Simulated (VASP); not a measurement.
Input of a VASP 6.6.1 run:

Contents of INCAR:

```
PREC = Accurate
ENCUT = 600
EDIFF = 1E-6
ISMEAR = 0
SIGMA = 0.1
LREAL = False
LASPH = True
NELM = 60
ALGO = Normal
ISIF = 3
LWAVE = False
LCHARG = False
GGA = PE
IBRION = 2
NSW = 90
EDIFFG = -0.04
```

File KPOINTS:

```
Automatic mesh
0
Gamma
  6 6 4
```

The input POSCAR:

```
Hf3Si2F
1.0
    4.4704356400      0.0000000000      0.0000000000
   -2.2352178200      3.8715108300      0.0000000000
    0.0000000000      0.0000000000      6.0009270100
Hf Si F
3 2 1
Direct
    0.5000000000      0.0000000000      0.5000000000
    0.0000000000      0.5000000000      0.5000000000
    0.5000000000      0.5000000000      0.5000000000
    0.0000000000      0.0000000000      0.3311834300
    0.0000000000      0.0000000000      0.6688165700
    0.0000000000      0.0000000000      0.0000000000
```

Potentials or basis: VASP PAW PBE potentials, release 64 (Hf_pv, Si, F).

Launch:

```console
$ cat potpaw_PBE.64/Hf_pv/POTCAR potpaw_PBE.64/Si/POTCAR potpaw_PBE.64/F/POTCAR > POTCAR
$ mpirun -np 1 vasp_std > vasp.out
```

(1) Estimate the relaxed volume.

(2) What does it give for the space group after relaxing (to 0.05 Å)?

(3) Predict the relaxed cell.

## Answers

(1) 26.20 Å³/atom.

(2) P6/mmm (No. 191).

(3) a = 5.408 Å, b = 5.408 Å, c = 6.207 Å, α = 90.00°, β = 90.00°, γ = 120.00°.

Caveat: the volume moved by over 15 % at a fixed basis, so the end points are rough; an odd number of electrons without spin polarisation forces a metal; a magnetic or distorted state may lie lower.
